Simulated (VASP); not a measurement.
# TlSn (P4/mmm) in VASP: further runs, part 2 of 2

VASP 6.6.1. The steps go on from the part before.

## (3) Electric field gradients, LDA (volume scaled by 0.99)

INCAR

```
  PREC = Accurate
  ENCUT = 520
  EDIFF = 1E-8
  ISMEAR = -1
  SIGMA = 0.08
  LREAL = F
  LASPH = T
  NELM = 100
  ALGO = Normal
  ISIF = 2
  LWAVE = F
  LCHARG = F
  LEFG = T
  NBANDS = 20
```

KPOINTS

```
regular mesh
0
Gamma
  9 9 8
```

POSCAR

```
TlSn
1.0
    3.6026403776      0.0000000000      0.0000000000
    0.0000000000      3.6026403776      0.0000000000
    0.0000000000      0.0000000000      4.3603677837
Tl Sn
1 1
Direct
    0.0000000000      0.0000000000      0.0000000000
    0.5000000000      0.5000000000      0.5000000000
```

Potentials or basis: VASP PAW LDA potentials, release 64 (Tl_d, Sn_d).

Started as:

```
$ cat potpaw_LDA.64/Tl_d/POTCAR potpaw_LDA.64/Sn_d/POTCAR > POTCAR
$ mpirun -np 1 vasp_std > vasp.out
```

OUTCAR:

```text
PREC = Accurate
   ENCUT = 520
   EDIFF = 1E-8
   ISMEAR = -1
   LREAL = F
   LASPH = T
   NELM = 100
   ISIF = 2

 ion  position               nearest neighbor table
   1  0.000  0.000  0.000-   2 3.35   2 3.35   2 3.35   2 3.35   2 3.35   2 3.35   2 3.35   2 3.35

   2  0.500  0.500  0.500-   1 3.35   1 3.35   1 3.35   1 3.35   1 3.35   1 3.35   1 3.35   1 3.35

  LATTYP: Found a simple tetragonal cell.
 ALAT       =     3.6026403776
 C/A-ratio  =     1.2103255742

  Lattice vectors:

 A1 = (   3.6026403776,   0.0000000000,   0.0000000000)
 A2 = (   0.0000000000,   3.6026403776,   0.0000000000)
 A3 = (   0.0000000000,   0.0000000000,   4.3603677837)

Analysis of symmetry for initial positions (statically):
=====================================================================
 Subroutine PRICEL returns:
 Original cell was already a primitive cell.

 Routine SETGRP: Setting up the symmetry group for a
 simple tetragonal supercell.

 Subroutine GETGRP returns: Found 16 space group operations
 (whereof 16 operations were pure point group operations)
 out of a pool of 16 trial point group operations.

The static configuration has the point symmetry D_4h.

Analysis of symmetry for dynamics (positions and initial velocities):
=====================================================================
 Subroutine PRICEL returns:
 Original cell was already a primitive cell.

 Routine SETGRP: Setting up the symmetry group for a
 simple tetragonal supercell.

 Subroutine GETGRP returns: Found 16 space group operations
 (whereof 16 operations were pure point group operations)
 out of a pool of 16 trial point group operations.

The dynamic configuration has the point symmetry D_4h.

 Subroutine INISYM returns: Found 16 space group operations
 (whereof 16 operations are pure point group operations),
 and found     1 'primitive' translations

----------------------------------------------------------------------------------------

                                     Primitive cell

  volume of cell :      56.5933

  direct lattice vectors                    reciprocal lattice vectors
     3.602640378  0.000000000  0.000000000     0.277574194  0.000000000  0.000000000
     0.000000000  3.602640378  0.000000000     0.000000000  0.277574194  0.000000000
     0.000000000  0.000000000  4.360367784     0.000000000  0.000000000  0.229338453

  length of vectors
     3.602640378  3.602640378  4.360367784     0.277574194  0.277574194  0.229338453

  position of ions in fractional coordinates (direct lattice)
     0.000000000  0.000000000  0.000000000
     0.500000000  0.500000000  0.500000000

  ion indices of the primitive-cell ions
   primitive index   ion index
                 1           1
                 2           2

----------------------------------------------------------------------------------------

 KPOINTS: regular mesh

[... 66 lines left out ...]
   NELM   =    100;   NELMIN=  2; NELMDL= -5     # of ELM steps
   EDIFF  = 0.1E-07   stopping-criterion for ELM
   LREAL  =      F    real-space projection
   EDIFFG = 0.1E-06   stopping-criterion for IOM
   NSW    =      0    number of steps for IOM
   IBRION =     -1    ionic relax: 0-MD 1-quasi-New 2-CG
   NFREE  =      0    steps in history (QN), initial steepest desc. (CG)
   ISIF   =      2    stress and relaxation
   ISYM   =      2    0-nonsym 1-usesym 2-fastsym
   POTIM  = 0.5000    time-step for ionic-motion
   TEBEG  =    0.0;   TEEND  =   0.0 temperature during run
   PSTRESS=    0.0 pullay stress
   NELECT =      27.0000    total number of electrons
   NUPDOWN=      -1.0000    fix difference up-down
   EMIN   =  10.00;   EMAX   =-10.00  energy-range for DOS
   EFERMI =   0.00;   METHOD = LEGACY
   ISMEAR =    -1;   SIGMA  =   0.08  broadening in eV -4-tet -1-fermi 0-gaus
   EFERMI_NEDOS =   21; number of points for ismear=-14 and -15
   IALGO  =     38    algorithm
   IMIX   =      4    mixing-type and parameters
     AMIX     =   0.40;   BMIX     =  1.00
     AMIX_MAG =   1.60;   BMIX_MAG =  1.00
  volume/ion in A,a.u.               =      28.30       190.96
  Fermi-wavevector in a.u.,A,eV,Ry     =   1.279208  2.417352 22.264201  1.636373
  Thomas-Fermi vector in A             =   2.411706
   LORBIT       =      0    0 simple, 1 ext, 2 COOP (PROOUT), +10 PAW based schemes
   GGA     = CA    functional components
   LHFCALC =     F    Hartree Fock is set to
   AEXX    =    0.0000 exact exchange contribution
   IVDW    =     0    specifies the selected vdW correction
   LEPSILON=     F    determine dielectric tensor
   LRPA    =     F    only Hartree local field effects (RPA)
 non-spin polarized calculation
  energy-cutoff  :      520.00
  volume of cell :       56.59
 maximum number of plane-waves:      1539
 NGX is ok and might be reduce to    28
   NGX = 13   NGY = 13   NGZ = 17

 number of electron      26.9999993 magnetization

 Free energy of the ion-electron system (eV)
  ---------------------------------------------------
  ext. energy  EPLUGINS =         0.00000000
  ---------------------------------------------------
  free energy    TOTEN  =        -7.31165307 eV

  energy without entropy =       -7.29057195  energy(sigma->0) =       -7.30111251

 E-fermi :   6.8476     XC(G=0): -10.4866

 val. band max:        6.8440552912   @ k =   0.4444   0.3333   0.5000
 cond. band min:       6.8619629822   @ k =   0.4444   0.3333   0.2500
 fundamental gap:      0.0179076910
 Fermi energy:         6.8475583712

 k-point     1 :       0.0000    0.0000    0.0000
  band No.  band energies     occupation
      1     -14.5834      2.00000
      2     -14.5533      2.00000
      3     -14.5212      2.00000
      4     -14.5212      2.00000
      5     -14.5045      2.00000
      6      -4.7278      2.00000
[... 541 lines left out ...]
     19      15.2858      0.00000
     20      16.6596      0.00000

 [... further k-points ...]
[... 5 lines left out ...]
  --------------------------------------------------------------------------------------
  -------------------------------------------------------------------------------------
  Total       -1.1121431     -1.1121431     -0.8688218      0.0000000     -0.0000000     -0.0000000
  in kB      -31.4851901    -31.4851901    -24.5966721      0.0000000     -0.0000000     -0.0000000
  external PRESSURE =     -29.1890174 kB  Pullay stress =       0.0000000 kB

 VOLUME and BASIS-vectors are now :
 -----------------------------------------------------------------------------
  energy-cutoff  :      520.00
  volume of cell :       56.59
      direct lattice vectors                 reciprocal lattice vectors
     3.602640378  0.000000000  0.000000000     0.277574194  0.000000000  0.000000000
     0.000000000  3.602640378  0.000000000     0.000000000  0.277574194  0.000000000
     0.000000000  0.000000000  4.360367784     0.000000000  0.000000000  0.229338453

 POSITION                                       TOTAL-FORCE (eV/Angst)
 -----------------------------------------------------------------------------------
      0.00000      0.00000      0.00000         0.000000      0.000000      0.000000
      1.80132      1.80132      2.18018         0.000000      0.000000      0.000000
 -----------------------------------------------------------------------------------
    total drift:                                0.000000      0.000000      0.000000

  FREE ENERGIE OF THE ION-ELECTRON SYSTEM (eV)
  ---------------------------------------------------
  free  energy   TOTEN  =        -7.3116530735 eV

  energy  without entropy=       -7.2905719460  energy(sigma->0) =       -7.30111251

 Electric field gradients (V/A^2)
---------------------------------------------------------------------
 ion       V_xx      V_yy      V_zz      V_xy      V_xz      V_yz
---------------------------------------------------------------------
   1      31.560    31.560   -63.119    -0.000     0.000     0.000
   2       4.894     4.894    -9.787     0.000    -0.000    -0.000
---------------------------------------------------------------------

 Electric field gradients after diagonalization (V/A^2)
 (convention: |V_zz| > |V_xx| > |V_yy|)
----------------------------------------------------------------------
 ion       V_xx      V_yy      V_zz     asymmetry (V_yy - V_xx)/ V_zz
----------------------------------------------------------------------
   1      31.560    31.560   -63.119       0.000
   2       4.894     4.894    -9.787       0.000
----------------------------------------------------------------------

           NMR quadrupolar parameters

 Cq : quadrupolar parameter    Cq=e*Q*V_zz/h
 eta: asymmetry parameters     (V_yy - V_xx)/ V_zz
 Q  : nuclear electric quadrupole moment in mb (millibarn)
----------------------------------------------------------------------
 ion       Cq(MHz)       eta       Q (mb)
----------------------------------------------------------------------
   1      -0.153       0.000       1.000
   2      -0.024       0.000       1.000
----------------------------------------------------------------------
```

OSZICAR:

```text
N       E                     dE             d eps       ncg     rms          rms(c)
DAV:   1     0.198772972211E+03    0.19877E+03   -0.13767E+04  3108   0.170E+03
DAV:   2     0.767494673376E+01   -0.19110E+03   -0.18610E+03  3060   0.439E+02
DAV:   3    -0.697516918221E+01   -0.14650E+02   -0.14498E+02  3480   0.105E+02
DAV:   4    -0.735230077354E+01   -0.37713E+00   -0.37691E+00  3368   0.164E+01
DAV:   5    -0.736369739240E+01   -0.11397E-01   -0.11396E-01  3768   0.304E+00    0.303E+00
DAV:   6    -0.732156284719E+01    0.42135E-01   -0.73916E-02  3412   0.243E+00    0.204E+00
DAV:   7    -0.731243578108E+01    0.91271E-02   -0.28770E-02  3552   0.155E+00    0.648E-01
DAV:   8    -0.731165238803E+01    0.78339E-03   -0.22685E-03  3260   0.443E-01    0.332E-02
DAV:   9    -0.731165361415E+01   -0.12261E-05   -0.66588E-05  4008   0.701E-02    0.966E-03
DAV:  10    -0.731165317430E+01    0.43985E-06   -0.58189E-06  3464   0.247E-02    0.267E-03
DAV:  11    -0.731165307612E+01    0.98178E-07   -0.62534E-07  3800   0.840E-03    0.309E-03
DAV:  12    -0.731165307347E+01    0.26484E-08   -0.71292E-08  3308   0.207E-03
   1 F= -.73116531E+01 E0= -.73011125E+01  d E =-.210811E-01
```

stdout:

```text
POSCAR found type information on POSCAR TlSn
 POSCAR found :  2 types and       2 ions
 scaLAPACK will be used
 LDA part: xc-table for (Slater(with rela. corr.)+CA(PZ))
 , standard interpolation
 POSCAR, INCAR and KPOINTS ok, starting setup
 FFT: planning ... GRIDC
 FFT: planning ... GRID_SOFT
 FFT: planning ... GRID
 WAVECAR not read
 entering main loop
ion   1

ion   2
```

Wall time 47 s (1 thread of Intel Xeon Platinum 8488C (Sapphire Rapids), shared host); peak memory 0.2 GiB.

Results:

| Property | Result |
| --- | --- |
| Free energy | -7.3117 eV |
| Pressure | -2.9 GPa |

Stress tensor (GPa, compression positive):
```
-3.15  0.00  0.00
 0.00 -3.15  0.00
 0.00  0.00 -2.46
```

Electric field gradients, principal values (V/Å²):
| atom | least | middle | greatest (by size) |
| --- | --- | --- | --- |
| 1 Tl | 31.560 | 31.560 | -63.119 |
| 2 Sn | 4.894 | 4.894 | -9.787 |

Caveat: without QUAD_EFG the Cq values of the log hold for a quadrupole moment of 1 mb, not for the nuclei; spin-orbit coupling is left out, which moves the levels of the heavy elements.

## (4) Electric field gradients, LDA (zz strain of -1 %)

INCAR

```
SYSTEM = TlSn
PREC = Accurate
ENCUT = 520
EDIFF = 1E-8
ISMEAR = -1
SIGMA = 0.08
LREAL = .FALSE.
LASPH = .TRUE.
NELM = 100
ALGO = Normal
ISIF = 2
LWAVE = .FALSE.
LCHARG = .FALSE.
GGA = CA
LEFG = .TRUE.
NBANDS = 20
```

KPOINTS

```
regular mesh
0
G
  9 9 8
  0 0 0
```

POSCAR

```
TlSn
1.0
    3.6147298654      0.0000000000      0.0000000000
    0.0000000000      3.6147298654      0.0000000000
    0.0000000000      0.0000000000      4.3312500000
Tl Sn
1 1
Direct
    0.0000000000      0.0000000000      0.0000000000
    0.5000000000      0.5000000000      0.5000000000
```

Potentials or basis: VASP PAW LDA potentials, release 64 (Tl_d, Sn_d).

Started as:

```
$ cat potpaw_LDA.64/Tl_d/POTCAR potpaw_LDA.64/Sn_d/POTCAR > POTCAR
$ mpirun -np 1 vasp_std > vasp.out
```

OUTCAR:

```text
SYSTEM = TlSn
   PREC = Accurate
   ENCUT = 520
   EDIFF = 1E-8
   ISMEAR = -1
   LREAL = .FALSE.
   LASPH = .TRUE.
   NELM = 100
   ISIF = 2
   GGA = CA

 ion  position               nearest neighbor table
   1  0.000  0.000  0.000-   2 3.35   2 3.35   2 3.35   2 3.35   2 3.35   2 3.35   2 3.35   2 3.35

   2  0.500  0.500  0.500-   1 3.35   1 3.35   1 3.35   1 3.35   1 3.35   1 3.35   1 3.35   1 3.35

  LATTYP: Found a simple tetragonal cell.
 ALAT       =     3.6147298654
 C/A-ratio  =     1.1982223185

  Lattice vectors:

 A1 = (   3.6147298654,   0.0000000000,   0.0000000000)
 A2 = (   0.0000000000,   3.6147298654,   0.0000000000)
 A3 = (   0.0000000000,   0.0000000000,   4.3312500000)

Analysis of symmetry for initial positions (statically):
=====================================================================
 Subroutine PRICEL returns:
 Original cell was already a primitive cell.

 Routine SETGRP: Setting up the symmetry group for a
 simple tetragonal supercell.
[... 742 lines left out ...]
      direct lattice vectors                 reciprocal lattice vectors
     3.614729865  0.000000000  0.000000000     0.276645846  0.000000000  0.000000000
     0.000000000  3.614729865  0.000000000     0.000000000  0.276645846  0.000000000
     0.000000000  0.000000000  4.331250000     0.000000000  0.000000000  0.230880231

 POSITION                                       TOTAL-FORCE (eV/Angst)
 -----------------------------------------------------------------------------------
      0.00000      0.00000      0.00000         0.000000      0.000000      0.000000
      1.80736      1.80736      2.16562         0.000000      0.000000      0.000000
 -----------------------------------------------------------------------------------
    total drift:                                0.000000      0.000000      0.000000

  FREE ENERGIE OF THE ION-ELECTRON SYSTEM (eV)
  ---------------------------------------------------
  free  energy   TOTEN  =        -7.3098697444 eV

  energy  without entropy=       -7.2891633116  energy(sigma->0) =       -7.29951653

 Electric field gradients (V/A^2)
---------------------------------------------------------------------
 ion       V_xx      V_yy      V_zz      V_xy      V_xz      V_yz
---------------------------------------------------------------------
   1      31.610    31.610   -63.221    -0.000    -0.000    -0.000
   2       6.193     6.193   -12.387    -0.000    -0.000     0.000
---------------------------------------------------------------------

 Electric field gradients after diagonalization (V/A^2)
 (convention: |V_zz| > |V_xx| > |V_yy|)
----------------------------------------------------------------------
 ion       V_xx      V_yy      V_zz     asymmetry (V_yy - V_xx)/ V_zz
----------------------------------------------------------------------
   1      31.610    31.610   -63.221       0.000
   2       6.193     6.193   -12.387       0.000
----------------------------------------------------------------------

           NMR quadrupolar parameters

 Cq : quadrupolar parameter    Cq=e*Q*V_zz/h
 eta: asymmetry parameters     (V_yy - V_xx)/ V_zz
 Q  : nuclear electric quadrupole moment in mb (millibarn)
----------------------------------------------------------------------
 ion       Cq(MHz)       eta       Q (mb)
----------------------------------------------------------------------
   1      -0.153       0.000       1.000
   2      -0.030       0.000       1.000
----------------------------------------------------------------------
```

OSZICAR:

```text
N       E                     dE             d eps       ncg     rms          rms(c)
DAV:   1     0.201608667919E+03    0.20161E+03   -0.13809E+04  3052   0.173E+03
DAV:   2     0.755732001924E+01   -0.19405E+03   -0.18894E+03  3024   0.437E+02
DAV:   3    -0.698254431491E+01   -0.14540E+02   -0.14412E+02  3520   0.104E+02
DAV:   4    -0.735094614666E+01   -0.36840E+00   -0.36819E+00  3364   0.162E+01
DAV:   5    -0.736199360005E+01   -0.11047E-01   -0.11047E-01  3796   0.296E+00    0.303E+00
DAV:   6    -0.731978479824E+01    0.42209E-01   -0.73785E-02  3452   0.244E+00    0.204E+00
DAV:   7    -0.731065243839E+01    0.91324E-02   -0.28609E-02  3560   0.155E+00    0.651E-01
DAV:   8    -0.730986923432E+01    0.78320E-03   -0.22458E-03  3272   0.440E-01    0.341E-02
DAV:   9    -0.730987025698E+01   -0.10227E-05   -0.65896E-05  4012   0.703E-02    0.983E-03
DAV:  10    -0.730986983162E+01    0.42536E-06   -0.58317E-06  3496   0.242E-02    0.300E-03
DAV:  11    -0.730986974607E+01    0.85551E-07   -0.61217E-07  3812   0.827E-03    0.316E-03
DAV:  12    -0.730986974445E+01    0.16216E-08   -0.70309E-08  3320   0.198E-03
   1 F= -.73098697E+01 E0= -.72995165E+01  d E =-.207064E-01
```

Wall time 59 s (1 thread of Intel Xeon Platinum 8488C (Sapphire Rapids), shared host); peak memory 0.21 GiB.

Results:

```yaml
Free_energy: -7.3099 eV
Pressure: -2.9 GPa
```

Electric field gradients, principal values (V/Å²):
```csv
atom,least,middle,greatest (by size)
1 Tl,31.610,31.610,-63.221
2 Sn,6.193,6.193,-12.387
```

Caveat: the cell differs from its parent crystal (zz strain of -1 %); without QUAD_EFG the Cq values of the log hold for a quadrupole moment of 1 mb, not for the nuclei; spin-orbit coupling is left out, which moves the levels of the heavy elements.
